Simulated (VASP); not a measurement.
**MgO (Periclase): relaxation of the atoms with PBE**

Crystal: MgO (Periclase).

```xyz
2
Lattice="0.0000 2.0185 2.0791 2.0185 0.0000 2.0791 2.0185 2.0185 0.0000" Properties=species:S:1:pos:R:3 pbc="T T T"
Mg    0.0000    0.0000    0.0000
O     2.0185    2.0185    2.0791
```

This cell differs from its parent crystal: z stretched by +3 %.

```
Program                : VASP 6.6.1
Task                   : relaxation of the atoms
Functional             : PBE
Potentials or basis    : VASP PAW PBE potentials, release 64 (Mg, O)
Cutoff                 : 520 eV
k mesh                 : 13 × 13 × 13
Occupations            : fermi-dirac, width 0.02 eV
Spin                   : no spin polarisation
Dipole correction      : no
Further INCAR settings : ALGO = Normal; EDIFF = 1e-06; IBRION = 2; EDIFFG = -0.02; NSW = 80
```

| Quantity | Value |
| --- | --- |
| Pressure after relaxing | 24.4 GPa |
| Band gap on the k mesh | 5.70 eV, direct |

Stress tensor (GPa, compression positive):
```
27.75  0.00  0.00
 0.00 27.75  0.00
 0.00  0.00 17.73
```

Final structure:
```
Mg O
1.0
     0.00000    2.01850    2.07905
     2.01850    0.00000    2.07905
     2.01850    2.01850    0.00000
Mg O
1 1
Direct
  0.00000 0.00000 0.00000
  0.50000 0.50000 0.50000
```

Levels at points of the mesh, in eV from the valence-band top:
```csv
k point,band 1,band 2,band 3,band 4,band 5,band 6,band 7,band 8
"(0.00, 0.00, 0.00)",-17.83,-0.05,-0.05,0.00,5.70,16.10,16.44,16.44
```

Run time: 11 s on 1 thread of Intel(R) Xeon(R) 6975P-C (Granite Rapids), with other jobs on the host, peak memory 0.16 GiB.

Caveat: the cell differs from its parent crystal (z stretched by +3 %); the relaxation stopped at its first step, so nothing moved. A k mesh can miss the band edges.
